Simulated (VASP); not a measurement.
# Li4TmGe (Pmm2) in VASP: single point with PBE

Aim: the single point of Li4TmGe with PBE.

Everything below comes from runs of VASP 6.6.1. Logs are shortened: lines on timing, memory, paths and dates and some standing lists are left out, and cuts for length are marked.

**1. The cell of the first run**

It takes space group Pmm2 (No. 25, orthorhombic). Conventional cell: a = 3.543 Å, b = 7.836 Å, c = 4.641 Å, α = 90.00°, β = 90.00°, γ = 90.00°. Within 3.8 Å of Li (site symmetry m) lie 2 Ge at 2.86 Å and 7 Li at 2.94 to 3.54 Å and 2 Tm at 3.23 Å. Within 3.6 Å of Li (site symmetry m) lie 7 Li at 2.61 to 3.54 Å and 2 Tm at 3.16 Å and 2 Ge at 3.49 to 3.50 Å. Within 3.8 Å of Tm (site symmetry mm2) lie 4 Ge at 2.92 Å and 8 Li at 3.16 to 3.23 Å and 2 Tm at 3.54 Å. Within 3.8 Å of Ge (site symmetry mm2) lie 8 Li at 2.86 to 3.50 Å and 4 Tm at 2.92 Å and 2 Ge at 3.54 Å.

The cell was generated, and may not be a known phase.

**2. Single point, PBE**

Contents of INCAR:

```
SYSTEM = Li4TmGe
ALGO = Normal ; EDIFF = 1E-6
ENCUT = 750 ; GGA = PE
GGA_COMPAT = .FALSE. ; ISIF = 2
ISMEAR = 0 ; LASPH = .TRUE.
LCHARG = .FALSE. ; LMAXMIX = 6
LREAL = .FALSE. ; LWAVE = .FALSE.
NBANDS = 26 ; NELM = 200
PREC = Accurate ; SIGMA = 0.2
```

Contents of KPOINTS:

```
k-points
0
G
  5 3 4
  0 0 0
```

Contents of POSCAR:

```
Li4TmGe
1.0
    3.5431612258      0.0000000000      0.0000000000
    0.0000000000      7.8358822156      0.0000000000
    0.0000000000      0.0000000000      4.6411963509
Li Tm Ge
4 1 1
Direct
    0.5000000000      0.2866320343      0.0416114381
    0.5000000000      0.7133679657      0.0416114381
    0.0000000000      0.3334099491      0.5411300197
    0.0000000000      0.6665900509      0.5411300197
    0.5000000000      0.0000000000      0.5424031408
    0.0000000000      0.0000000000      0.0425124835
```

Potentials or basis: VASP PAW PBE potentials, release 64 (Li_sv, Tm_3, Ge_d), 4f in core.

Started as:

```
cat potpaw_PBE.64/Li_sv/POTCAR potpaw_PBE.64/Tm_3/POTCAR potpaw_PBE.64/Ge_d/POTCAR > POTCAR
mpirun -np 1 vasp_std > vasp.out
```

OUTCAR:

```text
SYSTEM = Li4TmGe
   EDIFF = 1E-6
   ENCUT = 750
   GGA = PE
   ISIF = 2
   ISMEAR = 0
   LASPH = .TRUE.
   LREAL = .FALSE.
   NELM = 200
   PREC = Accurate

 ion  position               nearest neighbor table
   1  0.500  0.287  0.042-
   2  0.500  0.713  0.042-
   3  0.000  0.333  0.541-   5 3.16   5 3.16
   4  0.000  0.667  0.541-   5 3.16   5 3.16
   5  0.500  0.000  0.542-   6 2.92   6 2.92   6 2.92   6 2.92   4 3.16   3 3.16   4 3.16   3 3.16

   6  0.000  0.000  0.043-   5 2.92   5 2.92   5 2.92   5 2.92

  LATTYP: Found a simple orthorhombic cell.
 ALAT       =     3.5431612258
 B/A-ratio  =     1.3099026703
 C/A-ratio  =     2.2115511308

  Lattice vectors:

 A1 = (  -3.5431612258,   0.0000000000,   0.0000000000)
 A2 = (   0.0000000000,   0.0000000000,   4.6411963509)
 A3 = (   0.0000000000,   7.8358822156,   0.0000000000)

Analysis of symmetry for initial positions (statically):
=====================================================================
 Subroutine PRICEL returns:
 Original cell was already a primitive cell.

 Routine SETGRP: Setting up the symmetry group for a
 simple orthorhombic supercell.

 Subroutine GETGRP returns: Found  4 space group operations
 (whereof  4 operations were pure point group operations)
 out of a pool of  8 trial point group operations.

The static configuration has the point symmetry C_2v.

Analysis of symmetry for dynamics (positions and initial velocities):
=====================================================================
 Subroutine PRICEL returns:
 Original cell was already a primitive cell.

 Routine SETGRP: Setting up the symmetry group for a
 simple orthorhombic supercell.

 Subroutine GETGRP returns: Found  4 space group operations
 (whereof  4 operations were pure point group operations)
 out of a pool of  8 trial point group operations.

The dynamic configuration has the point symmetry C_2v.

 Subroutine INISYM returns: Found  4 space group operations
 (whereof  4 operations are pure point group operations),
 and found     1 'primitive' translations

----------------------------------------------------------------------------------------

                                     Primitive cell

  volume of cell :     128.8572

  direct lattice vectors                    reciprocal lattice vectors
     3.543161226  0.000000000  0.000000000     0.282233840  0.000000000  0.000000000
     0.000000000  7.835882216  0.000000000     0.000000000  0.127618049  0.000000000
     0.000000000  0.000000000  4.641196351     0.000000000  0.000000000  0.215461688

  length of vectors
     3.543161226  7.835882216  4.641196351     0.282233840  0.127618049  0.215461688

  position of ions in fractional coordinates (direct lattice)
     0.500000000  0.286632034  0.041611438
     0.500000000  0.713367966  0.041611438
     0.000000000  0.333409949  0.541130020
     0.000000000  0.666590051  0.541130020
     0.500000000  0.000000000  0.542403141
     0.000000000  0.000000000  0.042512483

  ion indices of the primitive-cell ions
   primitive index   ion index
                 1           1
                 2           2
                 3           3
                 4           4
                 5           5
                 6           6

----------------------------------------------------------------------------------------

 KPOINTS: k-points

Automatic generation of k-mesh.
 Grid dimensions read from file:
 generate k-points for:    5    3    4

 Generating k-lattice:

  Cartesian coordinates                     Fractional coordinates (reciprocal lattice)
     0.056446768  0.000000000  0.000000000     0.200000000  0.000000000  0.000000000
     0.000000000  0.042539350  0.000000000     0.000000000  0.333333333  0.000000000
     0.000000000  0.000000000  0.053865422     0.000000000  0.000000000  0.250000000

  Length of vectors
     0.056446768  0.042539350  0.053865422

  Shift w.r.t. Gamma in fractional coordinates (k-lattice)
     0.000000000  0.000000000  0.000000000

 Subroutine IBZKPT returns following result:
 ===========================================

 Found     18 irreducible k-points:

 Following reciprocal coordinates:
            Coordinates               Weight
  0.000000  0.000000  0.000000      1.000000
  0.200000  0.000000  0.000000      2.000000
  0.400000  0.000000  0.000000      2.000000
  0.000000  0.333333  0.000000      2.000000
  0.200000  0.333333  0.000000      4.000000
  0.400000  0.333333  0.000000      4.000000
[... 10 lines left out ...]
  0.200000  0.333333  0.500000      4.000000
  0.400000  0.333333  0.500000      4.000000
   k-points           NKPTS =     18   k-points in BZ     NKDIM =     18   number of bands    NBANDS=     26
   number of dos      NEDOS =    301   number of ions     NIONS =      6
   total plane-waves  NPLWV =  94080
   dimension x,y,z NGX =    32 NGY =   70 NGZ =   42
   dimension x,y,z NGXF=    64 NGYF=  140 NGZF=   84
   ions per type =               4   1   1
   NGX,Y,Z   is equivalent  to a cutoff of  15.01, 14.85, 15.04 a.u.
   NGXF,Y,Z  is equivalent  to a cutoff of  30.03, 29.70, 30.09 a.u.
 SYSTEM =  Li4TmGe
   PREC   = accura    normal or accurate (medium, high low for compatibility)
   ISTART =      0    job   : 0-new  1-cont  2-samecut
   ICHARG =      2    charge: 1-file 2-atom 10-const
   ISPIN  =      1    spin polarized calculation?
   LNONCOLLINEAR =      F non collinear calculations
   LSORBIT =      F    spin-orbit coupling
   LASPH  =      T    aspherical Exc in radial PAW
   ENCUT  =  750.0 eV  55.12 Ry    7.42 a.u.   7.91 17.50 10.36*2*pi/ulx,y,z
   NELM   =    200;   NELMIN=  2; NELMDL= -5     # of ELM steps
   EDIFF  = 0.1E-05   stopping-criterion for ELM
   LREAL  =      F    real-space projection
   EDIFFG = 0.1E-04   stopping-criterion for IOM
   NSW    =      0    number of steps for IOM
   IBRION =     -1    ionic relax: 0-MD 1-quasi-New 2-CG
   NFREE  =      0    steps in history (QN), initial steepest desc. (CG)
   ISIF   =      2    stress and relaxation
   ISYM   =      2    0-nonsym 1-usesym 2-fastsym
   POTIM  = 0.5000    time-step for ionic-motion
   TEBEG  =    0.0;   TEEND  =   0.0 temperature during run
   PSTRESS=    0.0 pullay stress
   NELECT =      35.0000    total number of electrons
   NUPDOWN=      -1.0000    fix difference up-down
   EMIN   =  10.00;   EMAX   =-10.00  energy-range for DOS
   EFERMI =   0.00;   METHOD = LEGACY
   ISMEAR =     0;   SIGMA  =   0.20  broadening in eV -4-tet -1-fermi 0-gaus
   EFERMI_NEDOS =   21; number of points for ismear=-14 and -15
   IALGO  =     38    algorithm
   IMIX   =      4    mixing-type and parameters
     AMIX     =   0.40;   BMIX     =  1.00
     AMIX_MAG =   1.60;   BMIX_MAG =  1.00
  volume/ion in A,a.u.               =      21.48       144.93
  Fermi-wavevector in a.u.,A,eV,Ry     =   1.060217  2.003519 15.293754  1.124059
  Thomas-Fermi vector in A             =   2.195590
   LORBIT       =      0    0 simple, 1 ext, 2 COOP (PROOUT), +10 PAW based schemes
   GGA     = PE    functional components
   LHFCALC =     F    Hartree Fock is set to
   AEXX    =    0.0000 exact exchange contribution
   IVDW    =     0    specifies the selected vdW correction
   LEPSILON=     F    determine dielectric tensor
   LRPA    =     F    only Hartree local field effects (RPA)
 non-spin polarized calculation
 Gauss-broadening in eV      SIGMA  =   0.20
  energy-cutoff  :      750.00
  volume of cell :      128.86
 maximum number of plane-waves:      6039
 NGX is ok and might be reduce to    32
   NGX = 15   NGY = 35   NGZ = 21

 number of electron      34.9999992 magnetization

 Free energy of the ion-electron system (eV)
  ---------------------------------------------------
  ext. energy  EPLUGINS =         0.00000000
  ---------------------------------------------------
  free energy    TOTEN  =       -17.56565735 eV

  energy without entropy =      -17.51518273  energy(sigma->0) =      -17.54042004

 E-fermi :   2.0250     XC(G=0):  -8.2715

 val. band max:        1.9881981779   @ k =   0.2000   0.3333   0.5000
 cond. band min:       2.1492734836   @ k =   0.2000   0.0000   0.0000
 fundamental gap:      0.1610753057
 Fermi energy:         2.0249860286

 k-point     1 :       0.0000    0.0000    0.0000
  band No.  band energies     occupation
      1     -44.7222      2.00000
      2     -44.7064      2.00000
      3     -44.6254      2.00000
      4     -44.6243      2.00000
      5     -23.4868      2.00000
      6     -23.3700      2.00000
[... 18 lines left out ...]
     25       6.1422      0.00000
     26       7.0826      0.00000

 k-point     2 :       0.2000    0.0000    0.0000
  band No.  band energies     occupation
      1     -44.7215      2.00000
      2     -44.7057      2.00000
      3     -44.6254      2.00000
      4     -44.6243      2.00000
      5     -23.4777      2.00000
      6     -23.3712      2.00000
[... 18 lines left out ...]
     25       6.8089      0.00000
     26       6.8568      0.00000

 k-point     3 :       0.4000    0.0000    0.0000
  band No.  band energies     occupation
      1     -44.7204      2.00000
      2     -44.7046      2.00000
      3     -44.6253      2.00000
      4     -44.6243      2.00000
      5     -23.4629      2.00000
      6     -23.4514      2.00000
[... 18 lines left out ...]
     25       6.6929      0.00000
     26       6.8756      0.00000

 k-point     4 :       0.0000    0.3333    0.0000
  band No.  band energies     occupation
      1     -44.7222      2.00000
      2     -44.7064      2.00000
      3     -44.6254      2.00000
      4     -44.6243      2.00000
      5     -23.4868      2.00000
      6     -23.3700      2.00000
[... 18 lines left out ...]
     25       6.2440      0.00000
     26       6.6974      0.00000
[... 322 lines left out ...]
      1     -44.7213      2.00000
      2     -44.7053      2.00000
      3     -44.6263      2.00000
      4     -44.6253      2.00000
      5     -23.4875      2.00000
      6     -23.4104      2.00000
[... 18 lines left out ...]
     25       7.9405      0.00000
     26       8.0865      0.00000

 k-point    17 :       0.2000    0.3333    0.5000
  band No.  band energies     occupation
      1     -44.7209      2.00000
      2     -44.7050      2.00000
      3     -44.6259      2.00000
      4     -44.6249      2.00000
      5     -23.4773      2.00000
      6     -23.3914      2.00000
[... 18 lines left out ...]
     25       7.6412      0.00000
     26       7.7036      0.00000

 k-point    18 :       0.4000    0.3333    0.5000
  band No.  band energies     occupation
      1     -44.7203      2.00000
      2     -44.7044      2.00000
      3     -44.6253      2.00000
      4     -44.6244      2.00000
      5     -23.4608      2.00000
      6     -23.4349      2.00000
[... 18 lines left out ...]
     25       5.9670      0.00000
     26       6.7539      0.00000

------------------------ aborting loop because EDIFF is reached ----------------------------------------

  FORCE on cell =-STRESS in cart. coord.  units (eV):
  Direction    XX          YY          ZZ          XY          YZ          ZX
  --------------------------------------------------------------------------------------
  -------------------------------------------------------------------------------------
  Total        0.0627353      0.2300295     -0.0154151      0.0000000      0.0000000      0.0000000
  in kB        0.7800346      2.8601268     -0.1916671      0.0000000      0.0000000      0.0000000
  external PRESSURE =       1.1494981 kB  Pullay stress =       0.0000000 kB

 VOLUME and BASIS-vectors are now :
 -----------------------------------------------------------------------------
  energy-cutoff  :      750.00
  volume of cell :      128.86
      direct lattice vectors                 reciprocal lattice vectors
     3.543161226  0.000000000  0.000000000     0.282233840  0.000000000  0.000000000
     0.000000000  7.835882216  0.000000000     0.000000000  0.127618049  0.000000000
     0.000000000  0.000000000  4.641196351     0.000000000  0.000000000  0.215461688

 POSITION                                       TOTAL-FORCE (eV/Angst)
 -----------------------------------------------------------------------------------
      1.77158      2.24601      0.19313        -0.000000      0.007178      0.000232
      1.77158      5.58987      0.19313        -0.000000     -0.007178      0.000232
      0.00000      2.61256      2.51149         0.000000      0.021179      0.001516
      0.00000      5.22332      2.51149         0.000000     -0.021179      0.001516
      1.77158      0.00000      2.51740        -0.000000      0.000000     -0.001702
      0.00000      0.00000      0.19731        -0.000000      0.000000     -0.001794
 -----------------------------------------------------------------------------------
    total drift:                                0.000000      0.000000      0.000099

  FREE ENERGIE OF THE ION-ELECTRON SYSTEM (eV)
  ---------------------------------------------------
  free  energy   TOTEN  =       -17.5656573528 eV

  energy  without entropy=      -17.5151827318  energy(sigma->0) =      -17.54042004
```

Run time: 58 s. Hardware: 1 thread of AMD EPYC 9R45 (Zen 5), shared host; peak memory 0.33 GiB.

What came out:

- Free energy: -17.5657 eV
- Pressure: 0.1 GPa
- Largest force: 0.021 eV/Å
- Band gap on the k mesh: zero (an odd number of electrons rules out a gap without spin polarisation)

Forces on the atoms (eV/Å):
```
Li   0.000  0.007  0.000
Li   0.000 -0.007  0.000
Li   0.000  0.021  0.002
Li   0.000 -0.021  0.002
Tm   0.000  0.000 -0.002
Ge   0.000  0.000 -0.002
```

Levels at points of the mesh, in eV from the Fermi level:
```
           k point  band 14  band 15  band 16  band 17  band 18  band 19  band 20  band 21
(0.00, 0.00, 0.00)    -2.79    -2.74    -0.73    -0.62     0.64     0.78     2.46     2.47
(0.00, 0.00, 0.50)    -4.31    -2.71    -1.28    -1.13    -0.47     0.67     1.42     1.87
```

Caveat: spin-orbit coupling is left out, which moves the levels of the heavy elements; the 4f electrons are frozen in the core, so they carry no moment and show no levels.

The gap in the log of VASP goes by the Fermi energy; the results here count the filled bands.